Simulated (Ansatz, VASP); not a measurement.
## Two plane-wave programs on Ba

The input INCAR:

```
SYSTEM = Ba
PREC = Accurate
ENCUT = 520
EDIFF = 1E-7
ISMEAR = 0
SIGMA = 0.1
LREAL = .FALSE.
LASPH = .TRUE.
NELM = 80
ALGO = Fast
ISIF = 2
LWAVE = .FALSE.
LCHARG = .FALSE.
GGA = CA
NBANDS = 11
```

KPOINTS

```
regular mesh
0
G
  12 12 12
  0 0 0
```

POSCAR

```
Ba
1.0
   -2.5561750000      2.5561750000      2.5561750000
    2.5561750000     -2.5561750000      2.5561750000
    2.5561750000      2.5561750000     -2.5561750000
Ba
1
Direct
    0.0000000000      0.0000000000      0.0000000000
```

Input for Ansatz:

```yaml
crystal:
  lattice:
    - [-2.556175, 2.556175, 2.556175]
    - [2.556175, -2.556175, 2.556175]
    - [2.556175, 2.556175, -2.556175]
  atoms:
    - { symbol: Ba, position: [0.0, 0.0, 0.0] }
basis:
  ecutwfc: 420
kpoints:
  mp_grid: { grid: [12, 12, 12] }
hamiltonian:
  xc: lda
scf:
  occupations: { method: gaussian, width: 0.1 }
output:
  forces: true
  stress: true
  eigenvalues: true
```

Alike in both runs: task single point; functional LDA; k mesh 12 × 12 × 12; occupations gaussian, width 0.1 eV; no spin polarisation.

```csv
,VASP,Ansatz
version,VASP 6.6.1,Ansatz 0.2.0
potentials or method,"VASP PAW LDA potentials, release 64 (Ba_sv), cutoff 520 eV","scalar-relativistic, plane waves, PAW"
valence electrons in the cell,10,10
```

|  | VASP | Ansatz | Ansatz less VASP |
| --- | --- | --- | --- |
| gap on the k mesh at the Fermi level (eV) | none | none | - |
| pressure (GPa) | -1.6 | -1.6 | -0.02 |

LDA's correlation is that of Perdew and Zunger in VASP and of Perdew and Wang (1992) in Ansatz. A gap of «none» marks a metal or a gap that the smearing closes.

Neither program's run includes spin-orbit coupling.
